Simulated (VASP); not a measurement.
Set up this calculation in VASP 6.6.1, as the native input.

- Task: single point
- Functional: LDA
- Potentials or basis: VASP PAW LDA potentials, release 64 (Si)
- Cutoff: 520 eV
- k mesh: 15 × 15 × 1
- Occupations: gaussian, width 0.1 eV
- Spin: no spin polarisation
- Dipole correction: yes
- Further INCAR settings: ALGO = Normal; EDIFF = 1e-06; NBANDS = 11

The structure of Si lies in POSCAR:

```
Si
1.0
    3.8920000000      0.0000000000      0.0000000000
   -1.9460000000      3.3705708715      0.0000000000
    0.0000000000      0.0000000000     28.0000000000
Si
2
Direct
    0.3333333333      0.6666666667      0.5025535714
    0.6666666667      0.3333333333      0.4974464286
```

These files were run (other wordings do the same):

INCAR

```
SYSTEM = Si
PREC = Accurate ; ENCUT = 520
EDIFF = 1E-6 ; ISMEAR = 0
SIGMA = 0.1 ; LREAL = .False.
LASPH = .True. ; NELM = 60
ALGO = Normal ; ISIF = 2
LWAVE = .False. ; LCHARG = .False.
LDIPOL = .True. ; IDIPOL = 3
DIPOL = 0.5 0.5 0.500 ; NBANDS = 11
```

KPOINTS

```
regular mesh
0
Gamma
  15 15 1
  0 0 0
```

Potentials or basis: VASP PAW LDA potentials, release 64 (Si).

Run with:

```console
$ cat potpaw_LDA.64/Si/POTCAR > POTCAR
$ mpirun -np 1 vasp_std > vasp.out
```

Results of the run:

- Largest force: 0.073 eV/Å
- Band gap on the k mesh: zero (filled and empty bands touch)

It took 4.1 min on 1 thread of AMD EPYC 7R43 64-Core Processor (Zen 3), with other jobs on the host, peak memory 0.35 GiB.
